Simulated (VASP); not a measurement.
# BiTe (Fm-3m) in VASP: a series of runs

BiTe is run at these levels: PBE; tasks: single point.

Program: VASP 6.6.1. These are calculated values, not measurements. Logs are shortened: lines on timing, memory, paths and dates and some standing lists are left out, and cuts for length are marked.

### 1 The cell of the first run

It takes space group Fm-3m (No. 225, cubic). Conventional cell: a = 6.491 Å, b = 6.491 Å, c = 6.491 Å, α = 90.00°, β = 90.00°, γ = 90.00°. Within 4.3 Å of Bi (site symmetry m-3m) lie 6 Te at 3.25 Å. Within 4.3 Å of Te (site symmetry m-3m) lie 6 Bi at 3.25 Å.

### 2 Single point, PBE

The input, INCAR:

```
  PREC = Accurate
  ENCUT = 500
  EDIFF = 1E-6
  ISMEAR = 0
  SIGMA = 0.05
  LREAL = F
  LASPH = T
  NELM = 120
  ALGO = Normal
  ISIF = 2
  LWAVE = F
  LCHARG = F
  GGA = PE
  NBANDS = 18
  GGA_COMPAT = F
```

The input, KPOINTS:

```
regular mesh
0
Gamma
  10 10 10
```

The input, POSCAR:

```
BiTe
1.0
    0.0000000000      3.2457474954      3.2457474954
    3.2457474954      0.0000000000      3.2457474954
    3.2457474954      3.2457474954      0.0000000000
Bi Te
1 1
Direct
    0.5000000000      0.5000000000      0.5000000000
    0.0000000000      0.0000000000      0.0000000000
```

Potentials or basis: VASP PAW PBE potentials, release 64 (Bi_d, Te).

Command:

```console
cat potpaw_PBE.64/Bi_d/POTCAR potpaw_PBE.64/Te/POTCAR > POTCAR
mpirun -np 1 vasp_std > vasp.out
```

OUTCAR:

```text
PREC = Accurate
   ENCUT = 500
   EDIFF = 1E-6
   ISMEAR = 0
   LREAL = F
   LASPH = T
   NELM = 120
   ISIF = 2
   GGA = PE

 ion  position               nearest neighbor table
   1  0.500  0.500  0.500-   2 3.25   2 3.25   2 3.25   2 3.25   2 3.25   2 3.25
   2  0.000  0.000  0.000-   1 3.25   1 3.25   1 3.25   1 3.25   1 3.25   1 3.25

  LATTYP: Found a face centered cubic cell.
 ALAT       =     6.4914949908

  Lattice vectors:

 A1 = (   0.0000000000,   3.2457474954,   3.2457474954)
 A2 = (   3.2457474954,   0.0000000000,   3.2457474954)
 A3 = (   3.2457474954,   3.2457474954,   0.0000000000)

Analysis of symmetry for initial positions (statically):
=====================================================================
 Subroutine PRICEL returns:
 Original cell was already a primitive cell.

 Routine SETGRP: Setting up the symmetry group for a
 face centered cubic supercell.

 Subroutine GETGRP returns: Found 48 space group operations
 (whereof 48 operations were pure point group operations)
 out of a pool of 48 trial point group operations.

The static configuration has the point symmetry O_h .

Analysis of symmetry for dynamics (positions and initial velocities):
=====================================================================
 Subroutine PRICEL returns:
 Original cell was already a primitive cell.

 Routine SETGRP: Setting up the symmetry group for a
 face centered cubic supercell.

 Subroutine GETGRP returns: Found 48 space group operations
 (whereof 48 operations were pure point group operations)
 out of a pool of 48 trial point group operations.

The dynamic configuration has the point symmetry O_h .

 Subroutine INISYM returns: Found 48 space group operations
 (whereof 48 operations are pure point group operations),
 and found     1 'primitive' translations

----------------------------------------------------------------------------------------

                                     Primitive cell

  volume of cell :      68.3871

  direct lattice vectors                    reciprocal lattice vectors
     0.000000000  3.245747495  3.245747495    -0.154047720  0.154047720  0.154047720
     3.245747495  0.000000000  3.245747495     0.154047720 -0.154047720  0.154047720
     3.245747495  3.245747495  0.000000000     0.154047720  0.154047720 -0.154047720

  length of vectors
[... 71 lines left out ...]
   NGXF,Y,Z  is equivalent  to a cutoff of  26.08, 26.08, 26.08 a.u.
 SYSTEM =  unknown system
   PREC   = accura    normal or accurate (medium, high low for compatibility)
   ISTART =      0    job   : 0-new  1-cont  2-samecut
   ICHARG =      2    charge: 1-file 2-atom 10-const
   ISPIN  =      1    spin polarized calculation?
   LNONCOLLINEAR =      F non collinear calculations
   LSORBIT =      F    spin-orbit coupling
   LASPH  =      T    aspherical Exc in radial PAW
   ENCUT  =  500.0 eV  36.75 Ry    6.06 a.u.   8.37  8.37  8.37*2*pi/ulx,y,z
   NELM   =    120;   NELMIN=  2; NELMDL= -5     # of ELM steps
   EDIFF  = 0.1E-05   stopping-criterion for ELM
   LREAL  =      F    real-space projection
[... 7 lines left out ...]
   TEBEG  =    0.0;   TEEND  =   0.0 temperature during run
   PSTRESS=    0.0 pullay stress
   NELECT =      21.0000    total number of electrons
   NUPDOWN=      -1.0000    fix difference up-down
   EMIN   =  10.00;   EMAX   =-10.00  energy-range for DOS
   EFERMI =   0.00;   METHOD = LEGACY
   ISMEAR =     0;   SIGMA  =   0.05  broadening in eV -4-tet -1-fermi 0-gaus
   EFERMI_NEDOS =   21; number of points for ismear=-14 and -15
   IALGO  =     38    algorithm
   IMIX   =      4    mixing-type and parameters
     AMIX     =   0.40;   BMIX     =  1.00
     AMIX_MAG =   1.60;   BMIX_MAG =  1.00
  volume/ion in A,a.u.               =      34.19       230.75
  Fermi-wavevector in a.u.,A,eV,Ry     =   1.104477  2.087158 16.597320  1.219869
  Thomas-Fermi vector in A             =   2.240950
   LORBIT       =      0    0 simple, 1 ext, 2 COOP (PROOUT), +10 PAW based schemes
   GGA     = PE    functional components
   LHFCALC =     F    Hartree Fock is set to
   AEXX    =    0.0000 exact exchange contribution
   IVDW    =     0    specifies the selected vdW correction
   LEPSILON=     F    determine dielectric tensor
   LRPA    =     F    only Hartree local field effects (RPA)
 non-spin polarized calculation
 Gauss-broadening in eV      SIGMA  =   0.05
  energy-cutoff  :      500.00
  volume of cell :       68.39
 maximum number of plane-waves:      1807
 NGX is ok and might be reduce to    36
   NGX = 17   NGY = 17   NGZ = 17

 number of electron      20.9999998 magnetization

 Free energy of the ion-electron system (eV)
  ---------------------------------------------------
  ext. energy  EPLUGINS =         0.00000000
  ---------------------------------------------------
  free energy    TOTEN  =        -7.17436947 eV

  energy without entropy =       -7.17194443  energy(sigma->0) =       -7.17315695

 E-fermi :   6.5195     XC(G=0):  -9.3900

 val. band max:        6.5037546972   @ k =   0.2000   0.1000   0.0000
 cond. band min:       6.5261002905   @ k =   0.2000   0.2000   0.0000
 fundamental gap:      0.0223455933
 Fermi energy:         6.5194889701

 k-point     1 :       0.0000    0.0000    0.0000
  band No.  band energies     occupation
      1     -16.6215      2.00000
      2     -16.6215      2.00000
      3     -16.6191      2.00000
      4     -16.6191      2.00000
      5     -16.6191      2.00000
      6      -6.9238      2.00000
[... 481 lines left out ...]
      5     -16.6112      2.00000
      6      -5.6327      2.00000
[... 10 lines left out ...]
     17      15.4587      0.00000
     18      15.5380      0.00000

 [... further k-points ...]

------------------------ aborting loop because EDIFF is reached ----------------------------------------

  FORCE on cell =-STRESS in cart. coord.  units (eV):
  Direction    XX          YY          ZZ          XY          YZ          ZX
  --------------------------------------------------------------------------------------
  -------------------------------------------------------------------------------------
  Total        0.1139109      0.1139109      0.1139109     -0.0000000      0.0000000      0.0000000
  in kB        2.6687123      2.6687123      2.6687123     -0.0000000      0.0000000      0.0000000
  external PRESSURE =       2.6687123 kB  Pullay stress =       0.0000000 kB

 VOLUME and BASIS-vectors are now :
 -----------------------------------------------------------------------------
  energy-cutoff  :      500.00
  volume of cell :       68.39
      direct lattice vectors                 reciprocal lattice vectors
     0.000000000  3.245747495  3.245747495    -0.154047720  0.154047720  0.154047720
     3.245747495  0.000000000  3.245747495     0.154047720 -0.154047720  0.154047720
     3.245747495  3.245747495  0.000000000     0.154047720  0.154047720 -0.154047720

 POSITION                                       TOTAL-FORCE (eV/Angst)
 -----------------------------------------------------------------------------------
      3.24575      3.24575      3.24575        -0.000000      0.000000     -0.000000
      0.00000      0.00000      0.00000         0.000000     -0.000000      0.000000
 -----------------------------------------------------------------------------------
    total drift:                                0.000000      0.000000      0.000000

  FREE ENERGIE OF THE ION-ELECTRON SYSTEM (eV)
  ---------------------------------------------------
  free  energy   TOTEN  =        -7.1743694720 eV

  energy  without entropy=       -7.1719444314  energy(sigma->0) =       -7.17315695
```

stdout:

```text
POSCAR found type information on POSCAR BiTe
 POSCAR found :  2 types and       2 ions
 scaLAPACK will be used
 LDA part: xc-table for (Slater+PW92), standard interpolation
 POSCAR, INCAR and KPOINTS ok, starting setup
 FFT: planning ... GRIDC
 FFT: planning ... GRID_SOFT
 FFT: planning ... GRID
 WAVECAR not read
 entering main loop
```

It took 41 s on 1 thread of Intel Xeon Platinum 8488C (Sapphire Rapids), shared host; peak memory 0.23 GiB.

What came out:

```
Free energy : -7.1744 eV
Pressure    : 0.3 GPa
```

Caveat: spin-orbit coupling is left out, which moves the levels of the heavy elements.

### 3 Single point, PBE

This run uses another cell than the first one, of 34.33 Å³/atom, 1.004 times its volume.

The input, INCAR:

```
PREC = Accurate ; ENCUT = 500
EDIFF = 1E-6 ; ISMEAR = 0
SIGMA = 0.05 ; LREAL = F
LASPH = T ; NELM = 120
ALGO = Normal ; ISIF = 2
LWAVE = F ; LCHARG = F
GGA = PE ; NBANDS = 18
GGA_COMPAT = F
```

The input, KPOINTS:

```
Automatic mesh
0
Gamma
  10 10 10
```

The input, POSCAR:

```
BiTe
1.0
    0.0000000000      3.2500694013      3.2500694013
    3.2500694013      0.0000000000      3.2500694013
    3.2500694013      3.2500694013      0.0000000000
Bi Te
1 1
Direct
    0.5000000000      0.5000000000      0.5000000000
    0.0000000000      0.0000000000      0.0000000000
```

Potentials or basis: VASP PAW PBE potentials, release 64 (Bi_d, Te).

Command:

```console
cat potpaw_PBE.64/Bi_d/POTCAR potpaw_PBE.64/Te/POTCAR > POTCAR
mpirun -np 1 vasp_std > vasp.out
```

OUTCAR:

```text
PREC = Accurate
   ENCUT = 500
   EDIFF = 1E-6
   ISMEAR = 0
   LREAL = F
   LASPH = T
   NELM = 120
   ISIF = 2
   GGA = PE

 ion  position               nearest neighbor table
   1  0.500  0.500  0.500-   2 3.25   2 3.25   2 3.25   2 3.25   2 3.25   2 3.25
   2  0.000  0.000  0.000-   1 3.25   1 3.25   1 3.25   1 3.25   1 3.25   1 3.25

  LATTYP: Found a face centered cubic cell.
 ALAT       =     6.5001388026

  Lattice vectors:

 A1 = (   0.0000000000,   3.2500694013,   3.2500694013)
 A2 = (   3.2500694013,   0.0000000000,   3.2500694013)
 A3 = (   3.2500694013,   3.2500694013,   0.0000000000)

Analysis of symmetry for initial positions (statically):
=====================================================================
 Subroutine PRICEL returns:
 Original cell was already a primitive cell.

 Routine SETGRP: Setting up the symmetry group for a
 face centered cubic supercell.

 Subroutine GETGRP returns: Found 48 space group operations
 (whereof 48 operations were pure point group operations)
 out of a pool of 48 trial point group operations.

The static configuration has the point symmetry O_h .
[... 158 lines left out ...]
  free energy    TOTEN  =        -7.17473496 eV

  energy without entropy =       -7.17235532  energy(sigma->0) =       -7.17354514

 E-fermi :   6.4719     XC(G=0):  -9.3722

 val. band max:        6.4570378683   @ k =   0.2000   0.1000   0.0000
 cond. band min:       6.4751680424   @ k =   0.2000   0.2000   0.0000
 fundamental gap:      0.0181301741
 Fermi energy:         6.4719071309

 k-point     1 :       0.0000    0.0000    0.0000
  band No.  band energies     occupation
      1     -16.6679      2.00000
      2     -16.6679      2.00000
      3     -16.6657      2.00000
      4     -16.6657      2.00000
      5     -16.6657      2.00000
      6      -6.9445      2.00000
[... 481 lines left out ...]
      5     -16.6579      2.00000
      6      -5.6618      2.00000
[... 10 lines left out ...]
     17      15.4045      0.00000
     18      15.4842      0.00000

 [... further k-points ...]

------------------------ aborting loop because EDIFF is reached ----------------------------------------

  FORCE on cell =-STRESS in cart. coord.  units (eV):
  Direction    XX          YY          ZZ          XY          YZ          ZX
  --------------------------------------------------------------------------------------
  -------------------------------------------------------------------------------------
  Total        0.0319042      0.0319042      0.0319042     -0.0000000     -0.0000000      0.0000000
  in kB        0.7444750      0.7444750      0.7444750     -0.0000000     -0.0000000      0.0000000
  external PRESSURE =       0.7444750 kB  Pullay stress =       0.0000000 kB

 VOLUME and BASIS-vectors are now :
 -----------------------------------------------------------------------------
  energy-cutoff  :      500.00
  volume of cell :       68.66
      direct lattice vectors                 reciprocal lattice vectors
     0.000000000  3.250069401  3.250069401    -0.153842869  0.153842869  0.153842869
     3.250069401  0.000000000  3.250069401     0.153842869 -0.153842869  0.153842869
     3.250069401  3.250069401  0.000000000     0.153842869  0.153842869 -0.153842869

 POSITION                                       TOTAL-FORCE (eV/Angst)
 -----------------------------------------------------------------------------------
      3.25007      3.25007      3.25007        -0.000000     -0.000000      0.000000
      0.00000      0.00000      0.00000         0.000000      0.000000     -0.000000
 -----------------------------------------------------------------------------------
    total drift:                                0.000000      0.000000      0.000000

  FREE ENERGIE OF THE ION-ELECTRON SYSTEM (eV)
  ---------------------------------------------------
  free  energy   TOTEN  =        -7.1747349614 eV

  energy  without entropy=       -7.1723553162  energy(sigma->0) =       -7.17354514
```

stdout:

```text
POSCAR found type information on POSCAR BiTe
 POSCAR found :  2 types and       2 ions
 scaLAPACK will be used
 LDA part: xc-table for (Slater+PW92), standard interpolation
 POSCAR, INCAR and KPOINTS ok, starting setup
 FFT: planning ... GRIDC
 FFT: planning ... GRID_SOFT
 FFT: planning ... GRID
 WAVECAR not read
 entering main loop
```

Run time: 41 s. Hardware: 1 thread of Intel Xeon Platinum 8488C (Sapphire Rapids), shared host; peak memory 0.23 GiB.

What came out:

| Property | Result |
| --- | --- |
| Free energy | -7.1747 eV |
| Pressure | 0.1 GPa |

Caveat: spin-orbit coupling is left out, which moves the levels of the heavy elements.

### 4 Single point, PBE

This run uses another cell than the first one, of 34.42 Å³/atom, 1.007 times its volume.

The input, INCAR:

```
SYSTEM = BiTe
PREC = Accurate
ENCUT = 500
EDIFF = 1E-6
ISMEAR = 0
SIGMA = 0.05
LREAL = .False.
LASPH = .True.
NELM = 120
ALGO = Normal
ISIF = 2
LWAVE = .False.
LCHARG = .False.
GGA = PE
NBANDS = 18
GGA_COMPAT = .False.
```

The input, KPOINTS:

```
regular mesh
0
Gamma
  10 10 10
  0 0 0
```

The input, POSCAR:

```
BiTe
1.0
    0.0000000000      3.2529965739      3.2529965739
    3.2529965739      0.0000000000      3.2529965739
    3.2529965739      3.2529965739      0.0000000000
Bi Te
1 1
Direct
    0.5000000000      0.5000000000      0.5000000000
    0.0000000000      0.0000000000      0.0000000000
```

Potentials or basis: VASP PAW PBE potentials, release 64 (Bi_d, Te).

Command:

```console
cat potpaw_PBE.64/Bi_d/POTCAR potpaw_PBE.64/Te/POTCAR > POTCAR
mpirun -np 1 vasp_std > vasp.out
```

OUTCAR:

```text
SYSTEM = BiTe
   PREC = Accurate
   ENCUT = 500
   EDIFF = 1E-6
   ISMEAR = 0
   LREAL = .False.
   LASPH = .True.
   NELM = 120
   ISIF = 2
   GGA = PE

 ion  position               nearest neighbor table
   1  0.500  0.500  0.500-   2 3.25   2 3.25   2 3.25   2 3.25   2 3.25   2 3.25
   2  0.000  0.000  0.000-   1 3.25   1 3.25   1 3.25   1 3.25   1 3.25   1 3.25

  LATTYP: Found a face centered cubic cell.
 ALAT       =     6.5059931478

  Lattice vectors:

 A1 = (   0.0000000000,   3.2529965739,   3.2529965739)
 A2 = (   3.2529965739,   0.0000000000,   3.2529965739)
 A3 = (   3.2529965739,   3.2529965739,   0.0000000000)

Analysis of symmetry for initial positions (statically):
=====================================================================
 Subroutine PRICEL returns:
 Original cell was already a primitive cell.

 Routine SETGRP: Setting up the symmetry group for a
 face centered cubic supercell.

 Subroutine GETGRP returns: Found 48 space group operations
 (whereof 48 operations were pure point group operations)
 out of a pool of 48 trial point group operations.

The static configuration has the point symmetry O_h .

Analysis of symmetry for dynamics (positions and initial velocities):
=====================================================================
[... 162 lines left out ...]
 cond. band min:       6.4408411773   @ k =   0.2000   0.2000   0.0000
 fundamental gap:      0.0153210510
 Fermi energy:         6.4398271147

 k-point     1 :       0.0000    0.0000    0.0000
  band No.  band energies     occupation
      1     -16.6993      2.00000
      2     -16.6993      2.00000
      3     -16.6972      2.00000
      4     -16.6972      2.00000
      5     -16.6972      2.00000
      6      -6.9585      2.00000
[... 481 lines left out ...]
      5     -16.6896      2.00000
      6      -5.6814      2.00000
[... 10 lines left out ...]
     17      15.3680      0.00000
     18      15.4479      0.00000

 [... further k-points ...]

------------------------ aborting loop because EDIFF is reached ----------------------------------------

  FORCE on cell =-STRESS in cart. coord.  units (eV):
  Direction    XX          YY          ZZ          XY          YZ          ZX
  --------------------------------------------------------------------------------------
  -------------------------------------------------------------------------------------
  Total       -0.0227362     -0.0227362     -0.0227362      0.0000000      0.0000000     -0.0000000
  in kB       -0.5291131     -0.5291131     -0.5291131      0.0000000      0.0000000     -0.0000000
  external PRESSURE =      -0.5291131 kB  Pullay stress =       0.0000000 kB

 VOLUME and BASIS-vectors are now :
 -----------------------------------------------------------------------------
  energy-cutoff  :      500.00
  volume of cell :       68.85
      direct lattice vectors                 reciprocal lattice vectors
     0.000000000  3.252996574  3.252996574    -0.153704435  0.153704435  0.153704435
     3.252996574  0.000000000  3.252996574     0.153704435 -0.153704435  0.153704435
     3.252996574  3.252996574  0.000000000     0.153704435  0.153704435 -0.153704435

 POSITION                                       TOTAL-FORCE (eV/Angst)
 -----------------------------------------------------------------------------------
      3.25300      3.25300      3.25300        -0.000000     -0.000000     -0.000000
      0.00000      0.00000      0.00000         0.000000      0.000000      0.000000
 -----------------------------------------------------------------------------------
    total drift:                                0.000000      0.000000      0.000000

  FREE ENERGIE OF THE ION-ELECTRON SYSTEM (eV)
  ---------------------------------------------------
  free  energy   TOTEN  =        -7.1747919898 eV

  energy  without entropy=       -7.1724420442  energy(sigma->0) =       -7.17361702
```

OSZICAR:

```text
N       E                     dE             d eps       ncg     rms          rms(c)
DAV:   1     0.155946277965E+03    0.15595E+03   -0.97067E+03  1700   0.108E+03
DAV:   2     0.481041857599E+01   -0.15114E+03   -0.14730E+03  1800   0.300E+02
DAV:   3    -0.687033349448E+01   -0.11681E+02   -0.11552E+02  2086   0.872E+01
DAV:   4    -0.719051954976E+01   -0.32019E+00   -0.31974E+00  2142   0.156E+01
DAV:   5    -0.720152923160E+01   -0.11010E-01   -0.11009E-01  2238   0.264E+00    0.631E+00
DAV:   6    -0.717040871816E+01    0.31121E-01   -0.10785E-01  2392   0.197E+00    0.390E+00
DAV:   7    -0.717475794980E+01   -0.43492E-02   -0.28295E-02  1890   0.844E-01    0.615E-01
DAV:   8    -0.717464953983E+01    0.10841E-03   -0.42632E-03  2138   0.438E-01    0.123E-01
DAV:   9    -0.717479020157E+01   -0.14066E-03   -0.41849E-04  1922   0.127E-01    0.418E-02
DAV:  10    -0.717479179854E+01   -0.15970E-05   -0.16958E-05  2298   0.242E-02    0.277E-02
DAV:  11    -0.717479218275E+01   -0.38421E-06   -0.10745E-05  1842   0.212E-02    0.435E-03
DAV:  12    -0.717479198978E+01    0.19297E-06   -0.16197E-06  1434   0.100E-02
   1 F= -.71747920E+01 E0= -.71736170E+01  d E =-.234995E-02
```

Wall time 42 s (1 thread of Intel Xeon Platinum 8488C (Sapphire Rapids), shared host); peak memory 0.23 GiB.

What came out:

| Quantity | Value |
| --- | --- |
| Free energy | -7.1748 eV |
| Pressure | -0.1 GPa |

Caveat: spin-orbit coupling is left out, which moves the levels of the heavy elements.

### 5 Overview

```csv
cell,gap on the mesh (eV),pressure (GPa)
"a = 4.590 Å, angles 60.0°, 2 atoms",none,0.3
"a = 4.596 Å, angles 60.0°, 2 atoms",none,0.1
"a = 4.600 Å, angles 60.0°, 2 atoms",none,-0.1
```

Alike in all rows: task single point; level PBE; potentials or basis VASP PAW PBE potentials, release 64 (Bi_d, Te); no spin polarisation; k mesh 10 × 10 × 10; cutoff (eV) 500; smearing gaussian 0.05 eV.

Caveats: spin-orbit coupling is left out, which moves the levels of the heavy elements.

Absolute energies hang on the potentials; compare differences alone.
